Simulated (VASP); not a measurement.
# MgO2 (R-3m) in VASP: notebook

MgO2 is run at these levels: r2SCAN; tasks: single point.

Everything below comes from runs of VASP 6.6.1. Logs are shortened: lines on timing, memory, paths and dates and some standing lists are left out, and cuts for length are marked.

## (1) The cell of the first run

The structure is trigonal, space group R-3m (No. 166). The conventional cell has a = 3.210 Å, b = 3.210 Å, c = 10.482 Å, α = 90.00°, β = 90.00°, γ = 120.00°. Within 2.8 Å of Mg (site symmetry -3m) lie 6 O at 2.11 Å. O (site symmetry 3m) has 1 O at 1.49 Å within 2.0 Å.

## (2) Single point, r2SCAN

POSCAR

```
MgO2
1.0
    1.6047610160      0.9265092046      3.4939788749
   -1.6047610160      0.9265092046      3.4939788749
    0.0000000000     -1.8530184092      3.4939788749
Mg O
1 2
Direct
    0.0000000000      0.0000000000      0.0000000000
    0.4287860000      0.4287860000      0.4287860000
    0.5712140000      0.5712140000      0.5712140000
```

INCAR.step1

```
PREC = Accurate ; ENCUT = 520
ISMEAR = 0 ; SIGMA = 0.1
LREAL = False ; LASPH = True
NELM = 80 ; NBANDS = 14
GGA = PE ; ALGO = Normal
EDIFF = 1E-4 ; LWAVE = True
LCHARG = False
```

INCAR.step2

```
PREC = Accurate ; ENCUT = 520
EDIFF = 1E-6 ; ISMEAR = 0
SIGMA = 0.1 ; LREAL = False
LASPH = True ; NELM = 80
ALGO = Normal ; ISIF = 2
LWAVE = False ; LCHARG = False
METAGGA = R2SCAN ; LMIXTAU = True
NBANDS = 14 ; ISTART = 1
```

KPOINTS

```
Automatic mesh
0
Gamma
  6 6 6
```

Potentials or basis: VASP PAW PBE potentials, release 64 (Mg, O).

Started as:

```
$ cat potpaw_PBE.64/Mg/POTCAR potpaw_PBE.64/O/POTCAR > POTCAR
$ cp INCAR.step1 INCAR
$ mpirun -np 1 vasp_std > vasp.out
$ cp INCAR.step2 INCAR
$ mpirun -np 1 vasp_std > vasp.out
```

OUTCAR:

```text
PREC = Accurate
   ENCUT = 520
   EDIFF = 1E-6
   ISMEAR = 0
   LREAL = False
   LASPH = True
   NELM = 80
   ISIF = 2
   METAGGA = R2SCAN
   ISTART = 1

 ion  position               nearest neighbor table
   1  0.000  0.000  0.000-   3 2.11   3 2.11   2 2.11   2 2.11   3 2.11   2 2.11
   2  0.429  0.429  0.429-   3 1.49   1 2.11   1 2.11   1 2.11
   3  0.571  0.571  0.571-   2 1.49   1 2.11   1 2.11   1 2.11

  LATTYP: Found a trigonal (rhomboedric) cell.
 ALAT       =     3.9549419216
 COS(alpha) =     0.6707160928

  Lattice vectors:

 A1 = (   1.6047610160,   0.9265092046,   3.4939788749)
 A2 = (  -1.6047610160,   0.9265092046,   3.4939788749)
 A3 = (   0.0000000000,  -1.8530184092,   3.4939788749)

Analysis of symmetry for initial positions (statically):
=====================================================================
 Subroutine PRICEL returns:
 Original cell was already a primitive cell.

 Routine SETGRP: Setting up the symmetry group for a
 trigonal (rhombohedral) supercell.

 Subroutine GETGRP returns: Found 12 space group operations
 (whereof 12 operations were pure point group operations)
 out of a pool of 12 trial point group operations.

The static configuration has the point symmetry D_3d.

Analysis of symmetry for dynamics (positions and initial velocities):
=====================================================================
 Subroutine PRICEL returns:
 Original cell was already a primitive cell.

 Routine SETGRP: Setting up the symmetry group for a
 trigonal (rhombohedral) supercell.

 Subroutine GETGRP returns: Found 12 space group operations
 (whereof 12 operations were pure point group operations)
 out of a pool of 12 trial point group operations.

The dynamic configuration has the point symmetry D_3d.

 Subroutine INISYM returns: Found 12 space group operations
 (whereof 12 operations are pure point group operations),
 and found     1 'primitive' translations

----------------------------------------------------------------------------------------

                                     Primitive cell

  volume of cell :      31.1696

  direct lattice vectors                    reciprocal lattice vectors
     1.604761016  0.926509205  3.493978875     0.311572873  0.179886682  0.095402218
    -1.604761016  0.926509205  3.493978875    -0.311572873  0.179886682  0.095402218
     0.000000000 -1.853018409  3.493978875     0.000000000 -0.359773364  0.095402218

  length of vectors
     3.954941922  3.954941922  3.954941922     0.372207545  0.372207545  0.372207545

  position of ions in fractional coordinates (direct lattice)
     0.000000000  0.000000000  0.000000000
     0.428786000  0.428786000  0.428786000
     0.571214000  0.571214000  0.571214000

  ion indices of the primitive-cell ions
   primitive index   ion index
                 1           1
                 2           2
                 3           3

----------------------------------------------------------------------------------------

 KPOINTS: Automatic mesh

Automatic generation of k-mesh.
 Grid dimensions read from file:
 generate k-points for:    6    6    6

 Generating k-lattice:

  Cartesian coordinates                     Fractional coordinates (reciprocal lattice)
     0.051928812  0.029981114  0.015900370     0.166666667 -0.000000000  0.000000000
    -0.051928812  0.029981114  0.015900370    -0.000000000  0.166666667  0.000000000
     0.000000000 -0.059962227  0.015900370     0.000000000  0.000000000  0.166666667

  Length of vectors
     0.062034591  0.062034591  0.062034591

  Shift w.r.t. Gamma in fractional coordinates (k-lattice)
     0.000000000  0.000000000  0.000000000

 Subroutine IBZKPT returns following result:
 ===========================================

 Found     32 irreducible k-points:

 Following reciprocal coordinates:
            Coordinates               Weight
  0.000000  0.000000  0.000000      1.000000
  0.166667 -0.000000  0.000000      6.000000
  0.333333 -0.000000  0.000000      6.000000
  0.500000 -0.000000  0.000000      3.000000
  0.166667  0.166667  0.000000      6.000000
  0.333333  0.166667  0.000000     12.000000
[... 16 lines left out ...]
  0.500000  0.500000  0.166667      6.000000
 -0.333333  0.500000  0.166667     12.000000
 [... further k-points ...]
   k-points           NKPTS =     32   k-points in BZ     NKDIM =     32   number of bands    NBANDS=     14
   number of dos      NEDOS =    301   number of ions     NIONS =      3
   total plane-waves  NPLWV =  27000
   dimension x,y,z NGX =    30 NGY =   30 NGZ =   30
   dimension x,y,z NGXF=    60 NGYF=   60 NGZF=   60
   ions per type =               1   2
   NGX,Y,Z   is equivalent  to a cutoff of  12.61, 12.61, 12.61 a.u.
   NGXF,Y,Z  is equivalent  to a cutoff of  25.22, 25.22, 25.22 a.u.
 SYSTEM =  unknown system
   PREC   = accura    normal or accurate (medium, high low for compatibility)
   ISTART =      1    job   : 0-new  1-cont  2-samecut
   ICHARG =      0    charge: 1-file 2-atom 10-const
   ISPIN  =      1    spin polarized calculation?
   LNONCOLLINEAR =      F non collinear calculations
   LSORBIT =      F    spin-orbit coupling
   LASPH  =      T    aspherical Exc in radial PAW
   ENCUT  =  520.0 eV  38.22 Ry    6.18 a.u.   7.35  7.35  7.35*2*pi/ulx,y,z
   NELM   =     80;   NELMIN=  2; NELMDL=  0     # of ELM steps
   EDIFF  = 0.1E-05   stopping-criterion for ELM
   LREAL  =      F    real-space projection
   EDIFFG = 0.1E-04   stopping-criterion for IOM
   NSW    =      0    number of steps for IOM
   IBRION =     -1    ionic relax: 0-MD 1-quasi-New 2-CG
   NFREE  =      0    steps in history (QN), initial steepest desc. (CG)
   ISIF   =      2    stress and relaxation
   ISYM   =      2    0-nonsym 1-usesym 2-fastsym
   POTIM  = 0.5000    time-step for ionic-motion
   TEBEG  =    0.0;   TEEND  =   0.0 temperature during run
   PSTRESS=    0.0 pullay stress
   NELECT =      14.0000    total number of electrons
   NUPDOWN=      -1.0000    fix difference up-down
   EMIN   =  10.00;   EMAX   =-10.00  energy-range for DOS
   EFERMI =   0.00;   METHOD = LEGACY
   ISMEAR =     0;   SIGMA  =   0.10  broadening in eV -4-tet -1-fermi 0-gaus
   EFERMI_NEDOS =   21; number of points for ismear=-14 and -15
   IALGO  =     38    algorithm
   IMIX   =      4    mixing-type and parameters
     AMIX     =   0.40;   BMIX     =  1.00
     AMIX_MAG =   1.60;   BMIX_MAG =  1.00
  volume/ion in A,a.u.               =      10.39        70.11
  Fermi-wavevector in a.u.,A,eV,Ry     =   1.253739  2.369222 21.386457  1.571860
  Thomas-Fermi vector in A             =   2.387577
   LORBIT       =      0    0 simple, 1 ext, 2 COOP (PROOUT), +10 PAW based schemes
   METAGGA = R2SCAN    functional components
   LHFCALC =     F    Hartree Fock is set to
   AEXX    =    0.0000 exact exchange contribution
   IVDW    =     0    specifies the selected vdW correction
   LEPSILON=     F    determine dielectric tensor
   LRPA    =     F    only Hartree local field effects (RPA)
 non-spin polarized calculation
 Gauss-broadening in eV      SIGMA  =   0.10
  energy-cutoff  :      520.00
  volume of cell :       31.17
 maximum number of plane-waves:       850
 NGX is ok and might be reduce to    30
   NGX = 15   NGY = 15   NGZ = 15

 number of electron      14.0000001 magnetization

 Free energy of the ion-electron system (eV)
  ---------------------------------------------------
  ext. energy  EPLUGINS =         0.00000000
  ---------------------------------------------------
  free energy    TOTEN  =       -21.55022933 eV

  energy without entropy =      -21.55022933  energy(sigma->0) =      -21.55022933

 E-fermi :   2.6837     XC(G=0): -10.7488

 val. band max:        2.2253094988   @ k =   0.5000   0.5000   0.5000
 cond. band min:       5.1431757105   @ k =   0.5000   0.5000   0.5000
 fundamental gap:      2.9178662117
 Fermi energy:         2.6836626029

 k-point     1 :       0.0000    0.0000    0.0000
  band No.  band energies     occupation
      1     -20.0387      2.00000
      2     -13.2060      2.00000
      3      -5.3115      2.00000
      4      -1.1907      2.00000
      5      -1.1907      2.00000
      6       1.4037      2.00000
      7       1.4037      2.00000
      8       7.5180      0.00000
      9       7.8084      0.00000
     10      15.3510      0.00000
     11      17.4261      0.00000
     12      18.0406      0.00000
     13      18.0406      0.00000
     14      19.9597      0.00000

 k-point     2 :       0.1667   -0.0000    0.0000
  band No.  band energies     occupation
      1     -19.9223      2.00000
      2     -13.2769      2.00000
      3      -5.1274      2.00000
      4      -1.8798      2.00000
      5      -1.2780      2.00000
      6       1.2504      2.00000
      7       1.2886      2.00000
      8       7.6176      0.00000
      9       8.6559      0.00000
     10      15.4811      0.00000
     11      16.0273      0.00000
     12      17.7892      0.00000
     13      18.8177      0.00000
     14      18.8998      0.00000

 k-point     3 :       0.3333   -0.0000    0.0000
  band No.  band energies     occupation
      1     -19.6765      2.00000
      2     -13.4217      2.00000
      3      -4.7143      2.00000
      4      -3.1194      2.00000
      5      -1.4445      2.00000
      6       1.0649      2.00000
      7       1.1019      2.00000
      8       7.3347      0.00000
      9      10.6007      0.00000
     10      14.0985      0.00000
     11      15.7751      0.00000
     12      17.5010      0.00000
     13      18.3552      0.00000
     14      20.4933      0.00000

 k-point     4 :       0.5000   -0.0000    0.0000
  band No.  band energies     occupation
      1     -19.5466      2.00000
      2     -13.4966      2.00000
      3      -4.3277      2.00000
      4      -3.8693      2.00000
      5      -1.5241      2.00000
      6       0.9562      2.00000
      7       1.1081      2.00000
      8       7.1013      0.00000
      9      11.6497      0.00000
     10      13.4070      0.00000
     11      15.8145      0.00000
     12      17.4392      0.00000
     13      18.0659      0.00000
     14      20.7273      0.00000

 k-point     5 :       0.1667    0.1667    0.0000
  band No.  band energies     occupation
      1     -19.8880      2.00000
      2     -13.4106      2.00000
      3      -4.9215      2.00000
      4      -1.7388      2.00000
      5      -1.4960      2.00000
      6       1.0384      2.00000
      7       1.6178      2.00000
      8       7.2419      0.00000
      9       8.9705      0.00000
     10      14.7124      0.00000
     11      15.9090      0.00000
[... 276 lines left out ...]
 k-point    22 :      -0.1667    0.3333    0.1667
  band No.  band energies     occupation
      1     -19.5302      2.00000
      2     -13.5671      2.00000
      3      -4.5262      2.00000
      4      -2.8303      2.00000
      5      -2.1342      2.00000
      6       0.2752      2.00000
      7       1.4497      2.00000
      8       7.0743      0.00000
      9      11.8483      0.00000
     10      13.6623      0.00000
     11      16.3171      0.00000
     12      16.5975      0.00000
     13      18.9239      0.00000
     14      20.0229      0.00000

 k-point    23 :       0.5000    0.5000    0.1667
  band No.  band energies     occupation
      1     -19.4579      2.00000
      2     -14.1306      2.00000
      3      -3.5180      2.00000
      4      -2.7445      2.00000
      5      -2.0932      2.00000
      6       0.4962      2.00000
      7       2.1232      2.00000
      8       6.1831      0.00000
      9      10.5604      0.00000
     10      13.8066      0.00000
     11      14.6286      0.00000
     12      17.1762      0.00000
     13      18.9515      0.00000
     14      23.0060      0.00000

 k-point    24 :      -0.3333    0.5000    0.1667
  band No.  band energies     occupation
      1     -19.4179      2.00000
      2     -13.9268      2.00000
      3      -3.8851      2.00000
      4      -2.7252      2.00000
      5      -2.4458      2.00000
      6       0.2188      2.00000
      7       1.7809      2.00000
      8       6.5047      0.00000
      9      11.8172      0.00000
     10      13.5385      0.00000
     11      15.4974      0.00000
     12      16.6722      0.00000
     13      18.8746      0.00000
     14      21.0824      0.00000

 [... further k-points ...]
[... 5 lines left out ...]
  --------------------------------------------------------------------------------------
  -------------------------------------------------------------------------------------
  Total       -1.1574730     -1.1574730     -1.0641011      0.0000000      0.0000000      0.0000000
  in kB      -59.4962791    -59.4962791    -54.6967915      0.0000000      0.0000000      0.0000000
  external PRESSURE =     -57.8964499 kB  Pullay stress =       0.0000000 kB

 VOLUME and BASIS-vectors are now :
 -----------------------------------------------------------------------------
  energy-cutoff  :      520.00
  volume of cell :       31.17
      direct lattice vectors                 reciprocal lattice vectors
     1.604761016  0.926509205  3.493978875     0.311572873  0.179886682  0.095402218
    -1.604761016  0.926509205  3.493978875    -0.311572873  0.179886682  0.095402218
     0.000000000 -1.853018409  3.493978875     0.000000000 -0.359773364  0.095402218

 POSITION                                       TOTAL-FORCE (eV/Angst)
 -----------------------------------------------------------------------------------
      0.00000      0.00000      0.00000         0.000000      0.000000      0.000000
      0.00000      0.00000      4.49451         0.000000     -0.000000     -0.049507
      0.00000      0.00000      5.98743         0.000000      0.000000      0.049507
 -----------------------------------------------------------------------------------
    total drift:                                0.000000     -0.000000      0.000000

  FREE ENERGIE OF THE ION-ELECTRON SYSTEM (eV)
  ---------------------------------------------------
  free  energy   TOTEN  =       -21.5502293350 eV

  energy  without entropy=      -21.5502293350  energy(sigma->0) =      -21.55022933
```

Run time: 73 s. Hardware: 1 thread of Intel Xeon Platinum 8259CL at 2.50GHz (Skylake/Cascade Lake), shared host; peak memory 0.17 GiB.

Results:

| Quantity | Value |
| --- | --- |
| Free energy | -21.5502 eV |
| Pressure | -5.8 GPa |
| Largest force | 0.050 eV/Å |
| Band gap on the k mesh | 2.92 eV, direct |

Forces in eV/Å, atoms in the order of the input:
```
Mg   0.000  0.000  0.000
O    0.000  0.000 -0.050
O    0.000  0.000  0.050
```

Caveat: the PAW data sets were made with another functional, which shifts forces and pressure a little.

(Continued in part 2 of 2.)
